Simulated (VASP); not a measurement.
Ta: relaxation of cell and atoms with PBEsol

Crystal: Ta.

```
Ta
1.0
     0.00000    2.08000    2.08000
     2.08000    0.00000    2.08000
     2.08000    2.08000    0.00000
Ta
1
Cartesian
  0.0000 0.0000 0.0000
```

This isn't the form of Ta at room conditions, which is bcc.

- Program: VASP 6.6.1
- Task: relaxation of cell and atoms
- Functional: PBEsol
- Potentials or basis: VASP PAW PBE potentials, release 64 (Ta_pv)
- Cutoff: 500 eV
- k mesh: 17 × 17 × 17
- Occupations: fermi-dirac, width 0.05 eV
- Spin: no spin polarisation
- Target pressure: 60 GPa
- Dipole correction: no
- Further INCAR settings: ALGO = Normal; EDIFF = 1e-07; IBRION = 2; EDIFFG = -0.02; NSW = 80; ISIF = 3

- Relaxed volume: 14.86 Å³/atom
- Relaxed cell: a = 2.760 Å, b = 2.760 Å, c = 2.760 Å, α = 60.00°, β = 60.00°, γ = 60.00°
- Space group after relaxing (to 0.1 Å): Fm-3m (No. 225)
- Energy change on relaxing (the run minimises the enthalpy): +536.9 meV/atom
- Ionic steps: 15
- Pressure after relaxing: 60.2 GPa
- Band gap on the k mesh: zero (an odd number of electrons rules out a gap without spin polarisation)

Step by step:
| step | energy change (eV) | largest force (eV/Å) | pressure (GPa) | volume (Å³) |
| --- | --- | --- | --- | --- |
| 1 | 0.0000 | 0.0000 | 2.52 | 18.00 |
| 2 | 29.7630 | 0.0000 | 2110.23 | 5.87 |
| 3 | 0.2933 | 0.0000 | 41.19 | 15.64 |
| 4 | 0.3796 | 0.0000 | 48.29 | 15.33 |
| 5 | 0.5381 | 0.0000 | 60.26 | 14.86 |
| 6 | 0.5163 | 0.0000 | 58.67 | 14.92 |
| 7 | 0.5179 | 0.0000 | 58.79 | 14.91 |
| 8 | 0.5226 | 0.0000 | 59.13 | 14.90 |
| 9 | 0.5227 | 0.0000 | 59.13 | 14.90 |
| 10 | 0.5229 | 0.0000 | 59.15 | 14.90 |
| 11 | 0.5234 | 0.0000 | 59.18 | 14.90 |
| 12 | 0.5243 | 0.0000 | 59.25 | 14.90 |
| 13 | 0.5261 | 0.0000 | 59.38 | 14.89 |
| 14 | 0.5297 | 0.0000 | 59.64 | 14.88 |
| 15 | 0.5369 | 0.0000 | 60.17 | 14.86 |

Final structure:
```xyz
1
Lattice="0.0000 1.9514 1.9514 1.9514 0.0000 1.9514 1.9514 1.9514 0.0000" Properties=species:S:1:pos:R:3 pbc="T T T"
Ta    0.0000    0.0000    0.0000
```

Levels at points of the mesh, in eV from the Fermi level:
```
           k point  band 2  band 3  band 4  band 5  band 6  band 7  band 8  band 9
(0.00, 0.00, 0.00)  -32.74  -32.74   -9.11    0.22    0.22    0.22    4.31    4.31
```

It took 3.8 min on 1 thread of Intel(R) Xeon(R) Platinum 8259CL CPU @ 2.50GHz (Skylake/Cascade Lake), on a shared host, peak memory 0.19 GiB.

Caveat: the cell is relaxed towards a set pressure, so the run minimises the enthalpy, not the energy; the volume moved by over 15 % at a fixed basis, so the end points are rough; the PAW data sets were made with another functional, which shifts forces and pressure a little; spin-orbit coupling is left out, which moves the levels of the heavy elements.
